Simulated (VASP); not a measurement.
Input of a VASP 6.6.1 run:

File POSCAR:

```
HfO2
1.0
    0.0000000000      2.6214375000      2.6853750000
    2.6214375000      0.0000000000      2.6853750000
    2.6214375000      2.6214375000      0.0000000000
Hf O
1 2
Direct
    0.0000000000      0.0000000000      0.0000000000
    0.2500000000      0.2500000000      0.2500000000
    0.7500000000      0.7500000000      0.7500000000
```

INCAR.step1

```
  ALGO = Normal
  EDIFF = 1E-4
  ENCUT = 520
  GGA = PE
  ISMEAR = 0
  LASPH = T
  LCHARG = F
  LREAL = F
  LWAVE = T
  NBANDS = 18
  NELM = 60
  PREC = Accurate
  SIGMA = 0.05
```

INCAR.step2

```
  ALGO = Normal
  EDIFF = 1E-6
  ENCUT = 520
  ISIF = 2
  ISMEAR = 0
  ISTART = 1
  LASPH = T
  LCHARG = F
  LMIXTAU = T
  LREAL = F
  LWAVE = F
  METAGGA = R2SCAN
  NBANDS = 18
  NELM = 60
  PREC = Accurate
  SIGMA = 0.05
```

Contents of KPOINTS:

```
k-points
0
Gamma
  8 8 8
```

Potentials or basis: VASP PAW PBE potentials, release 64 (Hf_pv, O).

Command:

```bash
$ cat potpaw_PBE.64/Hf_pv/POTCAR potpaw_PBE.64/O/POTCAR > POTCAR
$ cp INCAR.step1 INCAR
$ mpirun -np 1 vasp_std > vasp.out
$ cp INCAR.step2 INCAR
$ mpirun -np 1 vasp_std > vasp.out
```

Task: What does it give for the pressure?

Result: -29.8 GPa.

Task: Estimate the band gap on the k mesh.

Result: 3.81 eV, direct.

Stress tensor (GPa, compression positive):
```
-26.39   0.00   0.00
  0.00 -26.39   0.00
  0.00   0.00 -36.58
```

Caveat: the cell differs from its parent crystal (strain +0.025 along x and y, +0.050 along z); the PAW data sets were made with another functional, which shifts forces and pressure a little; spin-orbit coupling is left out, which moves the levels of the heavy elements. A k mesh can miss the band edges.
